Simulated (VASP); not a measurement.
# SnTe (F-43m) in VASP: a series of runs

The runs below take SnTe through single point, with LDA.

All numbers are computed with VASP 6.6.1; they aren't measurements. Logs are shortened: lines on timing, memory, paths and dates and some standing lists are left out, and cuts for length are marked.

### Step 1. The cell of the first run

It takes space group F-43m (No. 216, cubic). The conventional cell has a = 7.246 Å, b = 7.246 Å, c = 7.246 Å, α = 90.00°, β = 90.00°, γ = 90.00°. Sn (site symmetry -43m) has 4 Te at 3.14 Å within 4.1 Å. Te (site symmetry -43m) has 4 Sn at 3.14 Å within 4.1 Å.

### Step 2. Single point, LDA

INCAR

```
SYSTEM = SnTe
PREC     = Accurate       ! precision mode
ENCUT    = 520            ! plane-wave cutoff, eV
EDIFF    = 1E-7           ! SCF threshold, eV
ISMEAR   = 0              ! smearing method
SIGMA    = 0.01           ! smearing width, eV
LREAL    = .False.        ! projectors in reciprocal space
LASPH    = .True.         ! aspherical terms in the spheres
NELM     = 60             ! most SCF steps
ALGO     = Normal         ! electronic algorithm
ISIF     = 2              ! what is computed and relaxed
LWAVE    = .False.        ! write WAVECAR
LCHARG   = .True.         ! write CHGCAR
GGA      = CA             ! functional
LELF     = .True.         ! ELF
LVHAR    = .True.       
NBANDS   = 17             ! bands
```

KPOINTS

```
regular mesh
0
Gamma
  6 6 6
  0 0 0
```

POSCAR

```
SnTe
1.0
    0.0000000000      3.6231432509      3.6231432509
    3.6231432509      0.0000000000      3.6231432509
    3.6231432509      3.6231432509      0.0000000000
Sn Te
1 1
Direct
    0.0000000000      0.0000000000      0.0000000000
    0.7500000000      0.7500000000      0.7500000000
```

Potentials or basis: VASP PAW LDA potentials, release 64 (Sn_d, Te).

Command:

```
> cat potpaw_LDA.64/Sn_d/POTCAR potpaw_LDA.64/Te/POTCAR > POTCAR
> mpirun -np 1 vasp_std > vasp.out
```

OUTCAR:

```text
SYSTEM = SnTe
   PREC = Accurate
   ENCUT = 520
   EDIFF = 1E-7
   ISMEAR = 0
   LREAL = .False.
   LASPH = .True.
   NELM = 60
   ISIF = 2
   GGA = CA

 ion  position               nearest neighbor table
   1  0.000  0.000  0.000-   2 3.14   2 3.14   2 3.14   2 3.14
   2  0.750  0.750  0.750-   1 3.14   1 3.14   1 3.14   1 3.14

  LATTYP: Found a face centered cubic cell.
 ALAT       =     7.2462865018

  Lattice vectors:

 A1 = (   0.0000000000,   3.6231432509,   3.6231432509)
 A2 = (   3.6231432509,   0.0000000000,   3.6231432509)
 A3 = (   3.6231432509,   3.6231432509,   0.0000000000)

Analysis of symmetry for initial positions (statically):
=====================================================================
 Subroutine PRICEL returns:
 Original cell was already a primitive cell.

 Routine SETGRP: Setting up the symmetry group for a
 face centered cubic supercell.

 Subroutine GETGRP returns: Found 24 space group operations
 (whereof 24 operations were pure point group operations)
 out of a pool of 48 trial point group operations.

The static configuration has the point symmetry T_d .

Analysis of symmetry for dynamics (positions and initial velocities):
=====================================================================
 Subroutine PRICEL returns:
 Original cell was already a primitive cell.

 Routine SETGRP: Setting up the symmetry group for a
 face centered cubic supercell.

 Subroutine GETGRP returns: Found 24 space group operations
 (whereof 24 operations were pure point group operations)
 out of a pool of 48 trial point group operations.

The dynamic configuration has the point symmetry T_d .

 Subroutine INISYM returns: Found 24 space group operations
 (whereof 24 operations are pure point group operations),
 and found     1 'primitive' translations

----------------------------------------------------------------------------------------

                                     Primitive cell

  volume of cell :      95.1232

  direct lattice vectors                    reciprocal lattice vectors
     0.000000000  3.623143251  3.623143251    -0.138001720  0.138001720  0.138001720
     3.623143251  0.000000000  3.623143251     0.138001720 -0.138001720  0.138001720
     3.623143251  3.623143251  0.000000000     0.138001720  0.138001720 -0.138001720

  length of vectors
     5.123898324  5.123898324  5.123898324     0.239025990  0.239025990  0.239025990

  position of ions in fractional coordinates (direct lattice)
     0.000000000  0.000000000  0.000000000
     0.750000000  0.750000000  0.750000000

  ion indices of the primitive-cell ions
   primitive index   ion index
                 1           1
                 2           2

----------------------------------------------------------------------------------------

 KPOINTS: regular mesh

Automatic generation of k-mesh.
 Grid dimensions read from file:
 generate k-points for:    6    6    6

 Generating k-lattice:

  Cartesian coordinates                     Fractional coordinates (reciprocal lattice)
    -0.023000287  0.023000287  0.023000287     0.166666667  0.000000000  0.000000000
     0.023000287 -0.023000287  0.023000287     0.000000000  0.166666667  0.000000000
     0.023000287  0.023000287 -0.023000287     0.000000000  0.000000000  0.166666667

  Length of vectors
     0.039837665  0.039837665  0.039837665

  Shift w.r.t. Gamma in fractional coordinates (k-lattice)
     0.000000000  0.000000000  0.000000000

 Subroutine IBZKPT returns following result:
 ===========================================

 Found     16 irreducible k-points:

 Following reciprocal coordinates:
            Coordinates               Weight
  0.000000  0.000000  0.000000      1.000000
  0.166667  0.000000  0.000000      8.000000
  0.333333  0.000000  0.000000      8.000000
  0.500000  0.000000  0.000000      4.000000
  0.166667  0.166667  0.000000      6.000000
  0.333333  0.166667  0.000000     24.000000
[... 8 lines left out ...]
 -0.333333  0.333333  0.166667     24.000000
 -0.333333  0.500000  0.166667     12.000000
   k-points           NKPTS =     16   k-points in BZ     NKDIM =     16   number of bands    NBANDS=     17
   number of dos      NEDOS =    301   number of ions     NIONS =      2
   total plane-waves  NPLWV =  64000
   dimension x,y,z NGX =    40 NGY =   40 NGZ =   40
   dimension x,y,z NGXF=    80 NGYF=   80 NGZF=   80
   ions per type =               1   1
   NGX,Y,Z   is equivalent  to a cutoff of  12.98, 12.98, 12.98 a.u.
   NGXF,Y,Z  is equivalent  to a cutoff of  25.96, 25.96, 25.96 a.u.
 SYSTEM =  SnTe
   PREC   = accura    normal or accurate (medium, high low for compatibility)
   ISTART =      0    job   : 0-new  1-cont  2-samecut
   ICHARG =      2    charge: 1-file 2-atom 10-const
   ISPIN  =      1    spin polarized calculation?
   LNONCOLLINEAR =      F non collinear calculations
   LSORBIT =      F    spin-orbit coupling
   LASPH  =      T    aspherical Exc in radial PAW
   ENCUT  =  520.0 eV  38.22 Ry    6.18 a.u.   9.53  9.53  9.53*2*pi/ulx,y,z
   NELM   =     60;   NELMIN=  2; NELMDL= -5     # of ELM steps
   EDIFF  = 0.1E-06   stopping-criterion for ELM
   LREAL  =      F    real-space projection
   EDIFFG = 0.1E-05   stopping-criterion for IOM
   NSW    =      0    number of steps for IOM
   IBRION =     -1    ionic relax: 0-MD 1-quasi-New 2-CG
   NFREE  =      0    steps in history (QN), initial steepest desc. (CG)
   ISIF   =      2    stress and relaxation
   ISYM   =      2    0-nonsym 1-usesym 2-fastsym
   POTIM  = 0.5000    time-step for ionic-motion
   TEBEG  =    0.0;   TEEND  =   0.0 temperature during run
   PSTRESS=    0.0 pullay stress
   NELECT =      20.0000    total number of electrons
   NUPDOWN=      -1.0000    fix difference up-down
   EMIN   =  10.00;   EMAX   =-10.00  energy-range for DOS
   EFERMI =   0.00;   METHOD = LEGACY
   ISMEAR =     0;   SIGMA  =   0.01  broadening in eV -4-tet -1-fermi 0-gaus
   EFERMI_NEDOS =   21; number of points for ismear=-14 and -15
   IALGO  =     38    algorithm
   IMIX   =      4    mixing-type and parameters
     AMIX     =   0.40;   BMIX     =  1.00
     AMIX_MAG =   1.60;   BMIX_MAG =  1.00
  volume/ion in A,a.u.               =      47.56       320.96
  Fermi-wavevector in a.u.,A,eV,Ry     =   0.973470  1.839592 12.893482  0.947644
  Thomas-Fermi vector in A             =   2.103852
   LORBIT       =      0    0 simple, 1 ext, 2 COOP (PROOUT), +10 PAW based schemes
   GGA     = CA    functional components
   LHFCALC =     F    Hartree Fock is set to
   AEXX    =    0.0000 exact exchange contribution
   IVDW    =     0    specifies the selected vdW correction
   LEPSILON=     F    determine dielectric tensor
   LRPA    =     F    only Hartree local field effects (RPA)
 non-spin polarized calculation
 Gauss-broadening in eV      SIGMA  =   0.01
  energy-cutoff  :      520.00
  volume of cell :       95.12
 maximum number of plane-waves:      2637
 NGX is ok and might be reduce to    40
   NGX = 19   NGY = 19   NGZ = 19

 number of electron      19.9999996 magnetization

 Free energy of the ion-electron system (eV)
  ---------------------------------------------------
  ext. energy  EPLUGINS =         0.00000000
  ---------------------------------------------------
  free energy    TOTEN  =        -7.98136777 eV

  energy without entropy =       -7.98136777  energy(sigma->0) =       -7.98136777

 E-fermi :   2.7204     XC(G=0):  -7.7670

 val. band max:        2.6570775859   @ k =  -0.3333   0.5000   0.1667
 cond. band min:       2.8706415531   @ k =   0.5000   0.5000   0.0000
 fundamental gap:      0.2135639672
 Fermi energy:         2.7204455299

 k-point     1 :       0.0000    0.0000    0.0000
  band No.  band energies     occupation
      1     -18.8646      2.00000
      2     -18.8646      2.00000
      3     -18.8646      2.00000
      4     -18.8548      2.00000
      5     -18.8548      2.00000
      6      -8.6686      2.00000
[... 9 lines left out ...]
     16       9.2801      0.00000
     17      10.3160      0.00000

 k-point     2 :       0.1667    0.0000    0.0000
  band No.  band energies     occupation
      1     -18.8649      2.00000
      2     -18.8642      2.00000
      3     -18.8642      2.00000
      4     -18.8547      2.00000
      5     -18.8547      2.00000
      6      -8.5564      2.00000
[... 9 lines left out ...]
     16       8.7442      0.00000
     17       9.8151      0.00000

 k-point     3 :       0.3333    0.0000    0.0000
  band No.  band energies     occupation
      1     -18.8655      2.00000
      2     -18.8636      2.00000
      3     -18.8636      2.00000
      4     -18.8546      2.00000
      5     -18.8546      2.00000
      6      -8.2970      2.00000
[... 9 lines left out ...]
     16       8.8671      0.00000
     17       9.9894      0.00000

 k-point     4 :       0.5000    0.0000    0.0000
  band No.  band energies     occupation
      1     -18.8658      2.00000
      2     -18.8633      2.00000
      3     -18.8633      2.00000
      4     -18.8546      2.00000
      5     -18.8546      2.00000
      6      -8.1424      2.00000
[... 9 lines left out ...]
     16       9.6554      0.00000
     17       9.6554      0.00000
[... 183 lines left out ...]
      1     -18.8664      2.00000
      2     -18.8630      2.00000
      3     -18.8626      2.00000
      4     -18.8550      2.00000
      5     -18.8543      2.00000
      6      -8.1003      2.00000
[... 9 lines left out ...]
     16      10.0653      0.00000
     17      11.0768      0.00000

 k-point    15 :      -0.3333    0.3333    0.1667
  band No.  band energies     occupation
      1     -18.8665      2.00000
      2     -18.8630      2.00000
      3     -18.8622      2.00000
      4     -18.8549      2.00000
      5     -18.8544      2.00000
      6      -7.9853      2.00000
[... 9 lines left out ...]
     16       9.9077      0.00000
     17      10.9230      0.00000

 k-point    16 :      -0.3333    0.5000    0.1667
  band No.  band energies     occupation
      1     -18.8671      2.00000
      2     -18.8626      2.00000
      3     -18.8619      2.00000
      4     -18.8552      2.00000
      5     -18.8542      2.00000
      6      -7.9277      2.00000
[... 9 lines left out ...]
     16      10.6588      0.00000
     17      10.6757      0.00000

------------------------ aborting loop because EDIFF is reached ----------------------------------------

  FORCE on cell =-STRESS in cart. coord.  units (eV):
  Direction    XX          YY          ZZ          XY          YZ          ZX
  --------------------------------------------------------------------------------------
  -------------------------------------------------------------------------------------
  Total       -1.3877476     -1.3877476     -1.3877476     -0.0000000     -0.0000000      0.0000000
  in kB      -23.3740824    -23.3740824    -23.3740824     -0.0000000     -0.0000000      0.0000000
  external PRESSURE =     -23.3740824 kB  Pullay stress =       0.0000000 kB

 VOLUME and BASIS-vectors are now :
 -----------------------------------------------------------------------------
  energy-cutoff  :      520.00
  volume of cell :       95.12
      direct lattice vectors                 reciprocal lattice vectors
     0.000000000  3.623143251  3.623143251    -0.138001720  0.138001720  0.138001720
     3.623143251  0.000000000  3.623143251     0.138001720 -0.138001720  0.138001720
     3.623143251  3.623143251  0.000000000     0.138001720  0.138001720 -0.138001720

 POSITION                                       TOTAL-FORCE (eV/Angst)
 -----------------------------------------------------------------------------------
      0.00000      0.00000      0.00000        -0.000000     -0.000000     -0.000000
      5.43471      5.43471      5.43471         0.000000      0.000000      0.000000
 -----------------------------------------------------------------------------------
    total drift:                                0.000000      0.000000      0.000000

  FREE ENERGIE OF THE ION-ELECTRON SYSTEM (eV)
  ---------------------------------------------------
  free  energy   TOTEN  =        -7.9813677725 eV

  energy  without entropy=       -7.9813677725  energy(sigma->0) =       -7.98136777
```

Run time: 20 s. Hardware: 1 thread of AMD EPYC 7R13 (Zen 3), shared host; peak memory 0.17 GiB.

What came out:

| Quantity | Value |
| --- | --- |
| Free energy | -7.9814 eV |
| Pressure | -2.3 GPa |
| Band gap on the k mesh | 0.21 eV, indirect (least direct gap 0.73 eV) |

Levels at points of the mesh, in eV from the valence-band top:
| k point | band 7 | band 8 | band 9 | band 10 | band 11 | band 12 | band 13 | band 14 |
| --- | --- | --- | --- | --- | --- | --- | --- | --- |
| (0.00, 0.00, 0.00) | -5.13 | -1.70 | -1.70 | -1.70 | 1.16 | 1.16 | 1.16 | 4.07 |
| (0.50, 0.00, 0.00) | -6.85 | -2.23 | -2.23 | -1.90 | 1.95 | 1.95 | 3.46 | 5.65 |
| (0.50, 0.50, 0.00) | -7.20 | -2.89 | -2.89 | -0.52 | 0.21 | 3.97 | 3.97 | 5.45 |

Caveat: spin-orbit coupling is left out, which moves the levels of the heavy elements. A k mesh can miss the band edges.

### Step 3. Single point, LDA

This run uses another cell than the first one, of 48.97 Å³/atom, 1.030 times its volume.

INCAR

```
  ALGO = Normal
  EDIFF = 1E-6
  ENCUT = 520
  ISIF = 2
  ISMEAR = 0
  LASPH = T
  LCHARG = F
  LREAL = F
  LWAVE = F
  NBANDS = 17
  NELM = 60
  PREC = Accurate
  SIGMA = 0.01
```

KPOINTS

```
k-points
0
Gamma
  6 6 6
```

POSCAR

```
SnTe
1.0
    0.0000000000      3.6586665285      3.6586665285
    3.6586665285      0.0000000000      3.6586665285
    3.6586665285      3.6586665285      0.0000000000
Sn Te
1 1
Direct
    0.0000000000      0.0000000000      0.0000000000
    0.7500000000      0.7500000000      0.7500000000
```

Potentials or basis: VASP PAW LDA potentials, release 64 (Sn_d, Te).

Command:

```
> cat potpaw_LDA.64/Sn_d/POTCAR potpaw_LDA.64/Te/POTCAR > POTCAR
> mpirun -np 1 vasp_std > vasp.out
```

It took 17 s on 1 thread of AMD EPYC 7R13 (Zen 3), shared host; peak memory 0.17 GiB.

It converged, with:

| Item | Value |
| --- | --- |
| Free energy | -7.9356 eV |
| Pressure | -2.9 GPa |
| Band gap on the k mesh | 0.28 eV, indirect (least direct gap 0.76 eV) |

Levels at points of the mesh, in eV from the valence-band top:
| k point | band 6 | band 7 | band 8 | band 9 | band 10 | band 11 | band 12 | band 13 | band 14 | band 15 |
| --- | --- | --- | --- | --- | --- | --- | --- | --- | --- | --- |
| (0.00, 0.00, 0.00) | -11.16 | -5.19 | -1.61 | -1.61 | -1.61 | 1.20 | 1.20 | 1.20 | 4.09 | 6.64 |
| (0.50, 0.00, 0.00) | -10.67 | -6.76 | -2.12 | -2.12 | -1.84 | 1.97 | 1.97 | 3.37 | 5.68 | 6.35 |
| (0.50, 0.50, 0.00) | -10.48 | -7.10 | -2.75 | -2.75 | -0.48 | 0.28 | 3.88 | 3.88 | 5.43 | 6.34 |

Caveat: spin-orbit coupling is left out, which moves the levels of the heavy elements. A k mesh can miss the band edges.

### Step 4. Single point, LDA

This run uses another cell than the first one, of 50.39 Å³/atom, 1.059 times its volume.

INCAR

```
SYSTEM = SnTe
  ALGO = Normal
  EDIFF = 1E-6
  ENCUT = 520
  ISIF = 2
  ISMEAR = 0
  LASPH = .True.
  LCHARG = .False.
  LREAL = .False.
  LWAVE = .False.
  NBANDS = 17
  NELM = 60
  PREC = Accurate
  SIGMA = 0.01
```

KPOINTS

```
k-points
0
Gamma
  6 6 6
  0 0 0
```

POSCAR

```
SnTe
1.0
    0.0000000000      3.6935130688      3.6935130688
    3.6935130688      0.0000000000      3.6935130688
    3.6935130688      3.6935130688      0.0000000000
Sn Te
1 1
Direct
    0.0000000000      0.0000000000      0.0000000000
    0.7500000000      0.7500000000      0.7500000000
```

Potentials or basis: VASP PAW LDA potentials, release 64 (Sn_d, Te).

Command:

```
> cat potpaw_LDA.64/Sn_d/POTCAR potpaw_LDA.64/Te/POTCAR > POTCAR
> mpirun -np 1 vasp_std > vasp.out
```

OUTCAR:

```text
SYSTEM = SnTe
   EDIFF = 1E-6
   ENCUT = 520
   ISIF = 2
   ISMEAR = 0
   LASPH = .True.
   LREAL = .False.
   NELM = 60
   PREC = Accurate

 ion  position               nearest neighbor table
   1  0.000  0.000  0.000-   2 3.20   2 3.20   2 3.20   2 3.20
   2  0.750  0.750  0.750-   1 3.20   1 3.20   1 3.20   1 3.20

  LATTYP: Found a face centered cubic cell.
 ALAT       =     7.3870261376

  Lattice vectors:

 A1 = (   0.0000000000,   3.6935130688,   3.6935130688)
[... 495 lines left out ...]
------------------------ aborting loop because EDIFF is reached ----------------------------------------

  FORCE on cell =-STRESS in cart. coord.  units (eV):
  Direction    XX          YY          ZZ          XY          YZ          ZX
  --------------------------------------------------------------------------------------
  -------------------------------------------------------------------------------------
  Total       -2.0998674     -2.0998674     -2.0998674      0.0000000      0.0000000      0.0000000
  in kB      -33.3851665    -33.3851665    -33.3851665      0.0000000      0.0000000      0.0000000
  external PRESSURE =     -33.3851665 kB  Pullay stress =       0.0000000 kB

 VOLUME and BASIS-vectors are now :
 -----------------------------------------------------------------------------
  energy-cutoff  :      520.00
  volume of cell :      100.77
      direct lattice vectors                 reciprocal lattice vectors
     0.000000000  3.693513069  3.693513069    -0.135372473  0.135372473  0.135372473
     3.693513069  0.000000000  3.693513069     0.135372473 -0.135372473  0.135372473
     3.693513069  3.693513069  0.000000000     0.135372473  0.135372473 -0.135372473

 POSITION                                       TOTAL-FORCE (eV/Angst)
 -----------------------------------------------------------------------------------
      0.00000      0.00000      0.00000         0.000000      0.000000      0.000000
      5.54027      5.54027      5.54027        -0.000000     -0.000000     -0.000000
 -----------------------------------------------------------------------------------
    total drift:                                0.000000      0.000000      0.000000

  FREE ENERGIE OF THE ION-ELECTRON SYSTEM (eV)
  ---------------------------------------------------
  free  energy   TOTEN  =        -7.8810151417 eV

  energy  without entropy=       -7.8810151417  energy(sigma->0) =       -7.88101514
```

stdout:

```text
POSCAR found type information on POSCAR SnTe
 POSCAR found :  2 types and       2 ions
 scaLAPACK will be used
 LDA part: xc-table for (Slater(with rela. corr.)+CA(PZ))
 , standard interpolation
 POSCAR, INCAR and KPOINTS ok, starting setup
 FFT: planning ... GRIDC
 FFT: planning ... GRID_SOFT
 FFT: planning ... GRID
 WAVECAR not read
 entering main loop
```

Wall time 17 s (1 thread of AMD EPYC 7R13 (Zen 3), shared host); peak memory 0.17 GiB.

What came out:

```yaml
Free_energy: -7.8810 eV
Pressure: -3.3 GPa
Band_gap_on_the_k_mesh: 0.34 eV, indirect (least direct gap 0.79 eV)
```

Caveat: spin-orbit coupling is left out, which moves the levels of the heavy elements.

### Step 5. Overview

```tsv
cell	gap on the mesh (eV)	pressure (GPa)
a = 5.124 Å, angles 60.0°, 2 atoms	0.21	-2.3
a = 5.174 Å, angles 60.0°, 2 atoms	0.28	-2.9
a = 5.223 Å, angles 60.0°, 2 atoms	0.34	-3.3
```

Alike in all rows: task single point; level LDA; potentials or basis VASP PAW LDA potentials, release 64 (Sn_d, Te); no spin polarisation; k mesh 6 × 6 × 6; cutoff (eV) 520; smearing gaussian 0.01 eV.

Caveats: spin-orbit coupling is left out, which moves the levels of the heavy elements.

Total energies depend on the potentials used, so only differences within one code and one set of settings carry meaning.
